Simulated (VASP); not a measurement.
# GaSb3 (I4/mmm) in VASP: further runs, part 3 of 3

VASP 6.6.1.

## Step 5: Single point, PBEsol (24.89 Å³/atom)

This run uses another cell than the first one, of 24.89 Å³/atom.

Contents of INCAR:

```
SYSTEM = GaSb3
  ALGO = Normal
  EDIFF = 1E-6
  ENCUT = 520
  GGA = PS
  ISIF = 2
  ISMEAR = 0
  LASPH = .TRUE.
  LCHARG = .FALSE.
  LREAL = .FALSE.
  LWAVE = .FALSE.
  NBANDS = 22
  NELM = 60
  PREC = Accurate
  SIGMA = 0.15
```

Contents of KPOINTS:

```
k-points
0
G
  10 10 10
  0 0 0
```

Contents of POSCAR:

```
GaSb3
1.0
    0.0000000000      3.7783976282      3.4874610108
    3.7783976282      0.0000000000      3.4874610108
    3.7783976282      3.7783976282      0.0000000000
Ga Sb
1 3
Direct
    0.0000000000      0.0000000000      0.0000000000
    0.2500000000      0.2500000000      0.2500000000
    0.7500000000      0.7500000000      0.7500000000
    0.5000000000      0.5000000000      0.5000000000
```

Potentials or basis: VASP PAW PBE potentials, release 64 (Ga_d, Sb).

On the command line:

```bash
$ cat potpaw_PBE.64/Ga_d/POTCAR potpaw_PBE.64/Sb/POTCAR > POTCAR
$ mpirun -np 1 vasp_std > vasp.out
```

OUTCAR:

```text
SYSTEM = GaSb3
   EDIFF = 1E-6
   ENCUT = 520
   GGA = PS
   ISIF = 2
   ISMEAR = 0
   LASPH = .TRUE.
   LREAL = .FALSE.
   NELM = 60
   PREC = Accurate

 ion  position               nearest neighbor table
   1  0.000  0.000  0.000-   3 3.19   3 3.19   3 3.19   2 3.19   2 3.19   2 3.19   3 3.19   2 3.19

   2  0.250  0.250  0.250-   1 3.19   1 3.19   1 3.19   4 3.19   4 3.19   4 3.19   4 3.19   1 3.19
                             3 3.49   3 3.49   3 3.78   3 3.78   3 3.78   3 3.78
   3  0.750  0.750  0.750-   4 3.19   4 3.19   4 3.19   1 3.19   1 3.19   1 3.19   4 3.19   1 3.19
                             2 3.49   2 3.49   2 3.78   2 3.78   2 3.78   2 3.78
   4  0.500  0.500  0.500-   2 3.19   2 3.19   2 3.19   3 3.19   3 3.19   3 3.19   3 3.19   2 3.19

  LATTYP: Found a body centered tetragonal cell.
 ALAT       =     5.3434611698
 C/A-ratio  =     1.3053191181

  Lattice vectors:

 A1 = (   0.0000000000,  -3.7783976282,  -3.4874610108)
 A2 = (   0.0000000000,   3.7783976282,  -3.4874610108)
 A3 = (   3.7783976282,   0.0000000000,   3.4874610108)

Analysis of symmetry for initial positions (statically):
=====================================================================
 Subroutine PRICEL returns:
[... 172 lines left out ...]
  free energy    TOTEN  =       -16.37077147 eV

  energy without entropy =      -16.34241786  energy(sigma->0) =      -16.35659466

 E-fermi :   7.8136     XC(G=0): -10.4837

 val. band max:        7.7984202050   @ k =   0.5000   0.1000   0.4000
 cond. band min:       7.8139612312   @ k =   0.2000  -0.0000   0.0000
 fundamental gap:      0.0155410262
 Fermi energy:         7.8136222147

 k-point     1 :       0.0000    0.0000    0.0000
  band No.  band energies     occupation
      1      -6.9410      2.00000
      2      -6.9410      2.00000
      3      -6.9337      2.00000
      4      -6.9314      2.00000
      5      -6.9176      2.00000
      6      -4.9508      2.00000
[... 589 lines left out ...]
     21      12.3179      0.00000
     22      12.5052      0.00000

 [... further k-points ...]
[... 5 lines left out ...]
  --------------------------------------------------------------------------------------
  -------------------------------------------------------------------------------------
  Total       -0.9043226     -0.9043226     -0.5752070      0.0000000     -0.0000000      0.0000000
  in kB      -14.5505456    -14.5505456     -9.2550779      0.0000000     -0.0000000      0.0000000
  external PRESSURE =     -12.7853897 kB  Pullay stress =       0.0000000 kB

 VOLUME and BASIS-vectors are now :
 -----------------------------------------------------------------------------
  energy-cutoff  :      520.00
  volume of cell :       99.58
      direct lattice vectors                 reciprocal lattice vectors
     0.000000000  3.778397628  3.487461011    -0.132331229  0.132331229  0.143370778
     3.778397628  0.000000000  3.487461011     0.132331229 -0.132331229  0.143370778
     3.778397628  3.778397628  0.000000000     0.132331229  0.132331229 -0.143370778

 POSITION                                       TOTAL-FORCE (eV/Angst)
 -----------------------------------------------------------------------------------
      0.00000      0.00000      0.00000        -0.000000     -0.000000     -0.000000
      1.88920      1.88920      1.74373        -0.000000     -0.000000     -0.000000
      5.66760      5.66760      5.23119         0.000000      0.000000      0.000000
      3.77840      3.77840      3.48746        -0.000000     -0.000000     -0.000000
 -----------------------------------------------------------------------------------
    total drift:                               -0.000000      0.000000      0.000000

  FREE ENERGIE OF THE ION-ELECTRON SYSTEM (eV)
  ---------------------------------------------------
  free  energy   TOTEN  =       -16.3707714662 eV

  energy  without entropy=      -16.3424178636  energy(sigma->0) =      -16.35659466
```

stdout:

```text
POSCAR found type information on POSCAR GaSb
 POSCAR found :  2 types and       4 ions
 scaLAPACK will be used
 -----------------------------------------------------------------------------
|                                                                             |
|                                                                             |
|     You enforced a specific xc type in the INCAR file but a different       |
|     I HOPE YOU KNOW WHAT YOU ARE DOING!                                     |
|                                                                             |
 -----------------------------------------------------------------------------

 LDA part: xc-table for (Slater+PW92), standard interpolation
 POSCAR, INCAR and KPOINTS ok, starting setup
 FFT: planning ... GRIDC
 FFT: planning ... GRID_SOFT
 FFT: planning ... GRID
 WAVECAR not read
 entering main loop
```

Wall time 5.5 min (1 thread of Intel Xeon 8259CL, shared host); peak memory 0.38 GiB.

Results:

```yaml
Free_energy: -16.3708 eV
Pressure: -1.3 GPa
Band_gap_on_the_k_mesh: zero (bands 14 and 15 overlap by 4.26 eV)
```

Stress tensor (GPa, compression positive):
```
-1.46  0.00  0.00
 0.00 -1.46  0.00
 0.00  0.00 -0.93
```

Levels at points of the mesh, in eV from the Fermi level:
```csv
k point,band 10,band 11,band 12,band 13,band 14,band 15,band 16,band 17,band 18,band 19
"(0.00, 0.00, 0.00)",-3.05,-2.62,-2.62,-2.48,-2.48,-2.48,-0.98,-0.98,0.04,3.06
"(0.50, 0.00, 0.00)",-3.86,-3.40,-2.89,-2.54,-0.28,0.05,1.80,2.53,2.69,3.40
"(0.50, 0.50, 0.00)",-5.54,-5.54,0.36,0.51,0.96,0.96,1.84,1.84,2.87,4.45
"(0.50, 0.00, 0.50)",-5.40,-5.25,0.53,0.80,1.23,1.36,1.90,1.97,2.73,3.62
```

Caveat: the PAW data sets were made with another functional, which shifts forces and pressure a little; spin-orbit coupling is left out, which moves the levels of the heavy elements.

## Step 6: Single point, PBEsol (24.89 Å³/atom)

This run uses another cell than the first one, of 24.89 Å³/atom.

Contents of INCAR:

```
ALGO = Normal
EDIFF = 1E-6
ENCUT = 520
GGA = PS
ISIF = 2
ISMEAR = 0
LASPH = True
LCHARG = True
LELF = True
LREAL = False
LVHAR = True
LWAVE = False
NBANDS = 22
NELM = 80
PREC = Accurate
SIGMA = 0.15
```

Contents of KPOINTS:

```
k-points
0
Gamma
  10 10 10
```

Contents of POSCAR:

```
GaSb3
1.0
    0.0000000000      3.7117726886      3.6137818896
    3.7117726886      0.0000000000      3.6137818896
    3.7117726886      3.7117726886      0.0000000000
Ga Sb
1 3
Direct
    0.0000000000      0.0000000000      0.0000000000
    0.2500000000      0.2500000000      0.2500000000
    0.7500000000      0.7500000000      0.7500000000
    0.5000000000      0.5000000000      0.5000000000
```

Potentials or basis: VASP PAW PBE potentials, release 64 (Ga_d, Sb).

On the command line:

```bash
$ cat potpaw_PBE.64/Ga_d/POTCAR potpaw_PBE.64/Sb/POTCAR > POTCAR
$ mpirun -np 1 vasp_std > vasp.out
```

Run time: 5.1 min. Hardware: 1 thread of Intel Xeon 8259CL, shared host; peak memory 0.38 GiB.

The run converged. Its results:

| Item | Value |
| --- | --- |
| Free energy | -16.3899 eV |
| Pressure | -1.5 GPa |
| Band gap on the k mesh | zero (bands 14 and 15 overlap by 4.06 eV) |

Stress tensor (GPa, compression positive):
```
-1.76  0.00  0.00
 0.00 -1.76  0.00
 0.00  0.00 -1.00
```

Levels at points of the mesh, in eV from the Fermi level:
```csv
k point,band 10,band 11,band 12,band 13,band 14,band 15,band 16,band 17,band 18,band 19
"(0.00, 0.00, 0.00)",-2.80,-2.61,-2.61,-2.51,-2.51,-2.44,-0.83,-0.83,-0.52,3.30
"(0.50, 0.00, 0.00)",-3.73,-3.60,-2.78,-2.67,-0.26,0.07,2.03,2.28,2.91,3.14
"(0.50, 0.50, 0.00)",-5.43,-5.43,0.66,0.94,1.07,1.07,1.94,1.94,2.40,4.05
"(0.50, 0.00, 0.50)",-5.38,-5.33,0.83,0.93,1.22,1.40,1.78,2.08,2.25,3.80
```

Caveat: the PAW data sets were made with another functional, which shifts forces and pressure a little; spin-orbit coupling is left out, which moves the levels of the heavy elements.

## Step 7: The runs side by side

| cell | gap on the mesh (eV) | pressure (GPa) |
| --- | --- | --- |
| a = 5.097, b = 5.097, c = 5.297 Å, angles 58.7, 58.7, 62.6°, 4 atoms | none | 0.3 |
| a = 5.115, b = 5.115, c = 5.250 Å, angles 59.1, 59.1, 61.7°, 4 atoms | none | 0.2 |
| a = 5.207, b = 5.207, c = 5.066 Å, angles 60.9, 60.9, 58.2°, 4 atoms | none | 0.2 |
| a = 5.142, b = 5.142, c = 5.343 Å, angles 58.7, 58.7, 62.6°, 4 atoms | none | -1.3 |
| a = 5.180, b = 5.180, c = 5.249 Å, angles 59.6, 59.6, 60.9°, 4 atoms | none | -1.5 |

Alike in all rows: task single point; level PBEsol; potentials or basis VASP PAW PBE potentials, release 64 (Ga_d, Sb); no spin polarisation; k mesh 10 × 10 × 10; cutoff (eV) 520; smearing gaussian 0.15 eV.

Caveats: the PAW data sets were made with another functional, which shifts forces and pressure a little; spin-orbit coupling is left out, which moves the levels of the heavy elements.

Total energies depend on the potentials used, so only differences within one code and one set of settings carry meaning.
